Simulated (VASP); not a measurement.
GaN (zincblende type), 2 atoms in the cell. Symmetry: F-43m, No. 216, cubic system. Conventional cell: a = 3.727 Å, b = 3.727 Å, c = 3.727 Å, α = 90.00°, β = 90.00°, γ = 90.00°. Within 2.1 Å of Ga (site symmetry -43m) lie 4 N at 1.61 Å. N (site symmetry -43m) has 4 Ga at 1.61 Å within 2.1 Å.  This cell differs from its parent crystal: volume scaled by 0.55, level accurate.

| Property | Result |
| --- | --- |
| Program | VASP 6.6.1 |
| Task | single point |
| Functional | PBE |
| Potentials or basis | VASP PAW PBE potentials, release 64 (Ga_d, N) |
| Cutoff | 520 eV |
| k mesh | 17 × 17 × 17 |
| Occupations | fermi-dirac, width 0.05 eV |
| Spin | no spin polarisation |
| Dipole correction | no |
| Further INCAR settings | ALGO = Normal; EDIFF = 1e-06; NBANDS = 16 |

Potentials or basis: VASP PAW PBE potentials, release 64 (Ga_d, N).

The run is started by

```sh
$ cat potpaw_PBE.64/Ga_d/POTCAR potpaw_PBE.64/N/POTCAR > POTCAR
$ mpirun -np 1 vasp_std > vasp.out
```

Hardware: 1 thread of Intel Xeon 6975P-C, with other jobs on the host.

Task: Estimate the wall time of this run.

Result: It took 18 s on 1 thread of Intel Xeon 6975P-C, on a shared host, peak memory 0.15 GiB. Counts: scf iterations 13, k points 165.
